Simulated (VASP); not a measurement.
# LiH: single point with PBE0

LiH:

```
Li H
1.0
     0.00000    2.14512    2.14512
     2.14512    0.00000    2.14512
     2.14512    2.14512    0.00000
Li H
1 1
Direct
  0.00000 0.00000 0.00000
  0.25000 0.25000 0.25000
```

| Property | Result |
| --- | --- |
| Program | VASP 6.6.1 |
| Task | single point |
| Functional | PBE0 |
| Potentials or basis | VASP PAW PBE potentials, release 64 (Li_sv, H) |
| Cutoff | 520 eV |
| k mesh | 8 × 8 × 8 |
| Occupations | gaussian, width 0.01 eV |
| Spin | no spin polarisation |

The band gap on the k mesh is 5.97 eV (least direct gap 7.16 eV).

Levels at points of the mesh, in eV from the valence-band top:
| k point | band 1 | band 2 | band 3 | band 4 | band 5 | band 6 |
| --- | --- | --- | --- | --- | --- | --- |
| (0.00, 0.00, 0.00) | -46.30 | -4.21 | 15.41 | 19.65 | 19.65 | 19.65 |
| (0.50, 0.00, 0.00) | -46.27 | -1.19 | 5.97 | 17.40 | 17.40 | 18.38 |
| (0.50, 0.50, 0.00) | -46.26 | -0.38 | 9.07 | 11.99 | 12.91 | 12.91 |

It took 2.3 min on 1 thread of Intel(R) Xeon(R) 6975P-C (Granite Rapids), with other jobs on the host, peak memory 0.15 GiB.

 A k mesh can miss the band edges.
